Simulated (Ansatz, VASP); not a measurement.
## Two plane-wave programs on C

Contents of POSCAR:

```
C
1.0
    0.0000000000      1.6407280000      1.6407280000
    1.6407280000      0.0000000000      1.6407280000
    1.6407280000      1.6407280000      0.0000000000
C
2
Direct
    0.5000000000      0.5000000000      0.5000000000
    0.7500000000      0.7500000000      0.7500000000
```

INCAR.step1

```
  PREC = Accurate
  ENCUT = 520
  ISMEAR = 0
  SIGMA = 0.05
  LREAL = False
  LASPH = True
  NELM = 60
  NBANDS = 11
  GGA = PE
  ALGO = Normal
  EDIFF = 1E-4
  LWAVE = True
  LCHARG = False
```

INCAR.step2

```
  PREC = Accurate
  ENCUT = 520
  EDIFF = 1E-6
  ISMEAR = 0
  SIGMA = 0.05
  LREAL = False
  LASPH = True
  NELM = 60
  ALGO = Normal
  ISIF = 2
  LWAVE = False
  LCHARG = False
  METAGGA = R2SCAN
  LMIXTAU = True
  NBANDS = 11
  ISTART = 1
```

KPOINTS

```
regular mesh
0
Gamma
  12 12 12
```

Input for Ansatz:

```yaml
crystal:
  lattice:
    - [0.0, 1.640728, 1.640728]
    - [1.640728, 0.0, 1.640728]
    - [1.640728, 1.640728, 0.0]
  atoms:
    - { symbol: C, position: [0.5, 0.5, 0.5] }
    - { symbol: C, position: [0.75, 0.75, 0.75] }
basis:
  ecutwfc: 500
kpoints:
  mp_grid: { grid: [12, 12, 12] }
hamiltonian:
  xc: r2scan
scf:
  occupations: { method: gaussian, width: 0.05 }
output:
  forces: true
  stress: true
  eigenvalues: true
  write_density: true
  write_potential: true
  elf: true
  volumetric_format: npy
```

Change from the starting cell: strain -0.080 along x and y, -0.080 along z, atoms carried along.

Alike in both runs: task single point; functional r2SCAN; k mesh 12 × 12 × 12; occupations gaussian, width 0.05 eV; no spin polarisation.

|  | VASP | Ansatz |
| --- | --- | --- |
| version | VASP 6.6.1 | Ansatz 0.2.0 |
| potentials or method | VASP PAW PBE potentials, release 64 (C), cutoff 520 eV | scalar-relativistic, plane waves, PAW |
| valence electrons in the cell | 8 | 8 |

|  | VASP | Ansatz | Ansatz less VASP |
| --- | --- | --- | --- |
| gap on the k mesh at the Fermi level (eV) | 4.97 | 5.02 | +0.045 |
| least direct gap on the mesh (eV) | 6.53 | 6.60 | +0.069 |
| pressure (GPa) | 173.4 | 170.9 | -2.46 |

VASP's potentials were made for PBE, not for r2SCAN. Both programs put the cell under a high pressure, so it lies far from rest at this level. The functional is the same, so the differences come from potentials, cutoffs and numerics.

Noted on VASP's run: the cell as given lies far from equilibrium.
